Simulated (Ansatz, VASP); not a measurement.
Te: VASP beside Ansatz

INCAR

```
SYSTEM = Te
ALGO = Normal ; EDIFF = 1E-7
EDIFFG = -0.01 ; ENCUT = 600
GGA = PE ; IBRION = 2
ISIF = 3 ; ISMEAR = -1
IVDW = 13 ; LASPH = .TRUE.
LCHARG = .FALSE. ; LREAL = .FALSE.
LWAVE = .FALSE. ; NELM = 100
NSW = 60 ; PREC = Accurate
SIGMA = 0.05
```

KPOINTS

```
k-points
0
G
  10 10 10
  0 0 0
```

Contents of POSCAR:

```
Te
1.0
   -2.9577914636      3.8759656627      1.5351528885
    2.9577914636     -3.8759656627      1.5351528885
    2.9577914636      3.8759656627     -1.5351528885
Te
2
Direct
    0.0009290200      0.7509290200      0.2500000000
    0.9990709800      0.2490709800      0.7500000000
```

The input input.yaml:

```yaml
crystal:
  lattice:
    - [-2.9577914636, 3.8759656627, 1.5351528885]
    - [2.9577914636, -3.8759656627, 1.5351528885]
    - [2.9577914636, 3.8759656627, -1.5351528885]
  atoms:
    - { symbol: Te, position: [0.00092902, 0.75092902, 0.25] }
    - { symbol: Te, position: [0.99907098, 0.24907098, 0.75] }
hamiltonian:
  xc: pbe
  pseudopotentials: { kind: paw }
  dispersion: d4
kpoints:
  mp_grid: { grid: [10, 10, 10] }
scf:
  occupations: { method: fermi_dirac, width: 0.05 }
output:
  forces: true
  stress: true
  eigenvalues: true
  write_density: true
  write_potential: true
  elf: true
  volumetric_format: npy
relax:
  f_tol: 0.01
  max_steps: 40
  cell: { stress_tol: 0.05 }
```

Alike in both runs: task relaxation of cell and atoms; functional PBE; dispersion D4; k mesh 10 × 10 × 10; occupations fermi-dirac, width 0.05 eV; no spin polarisation.

```csv
,VASP,Ansatz
version,VASP 6.6.1,Ansatz 0.2.0
potentials or method,"VASP PAW PBE potentials, release 64 (Te)",Ansatz PAW
plane-wave cutoff (eV),600,420
valence electrons in the cell,12,32
```

VASP gave:

* gap on the k mesh at the Fermi level, each at its own relaxed structure (eV): none
* relaxed volume (Å³/atom): 30.22
* relaxed cell length with the largest relative difference (Å): 4.678

**Question.** Which values does Ansatz return?

**Answer.** gap on the k mesh at the Fermi level, each at its own relaxed structure (eV): none; relaxed volume (Å³/atom): 30.25; relaxed cell length with the largest relative difference (Å): 4.679.

A gap of «none» marks a metal or a gap that the smearing closes. VASP's potentials hold 12 valence electrons a cell and Ansatz's 32, so a difference there can come from the potentials and not from the codes.

Neither program's run includes spin-orbit coupling. Noted on Ansatz's run: the plane-wave basis is chosen anew once the cell has moved, so the energies of steps on either side of that aren't comparable.
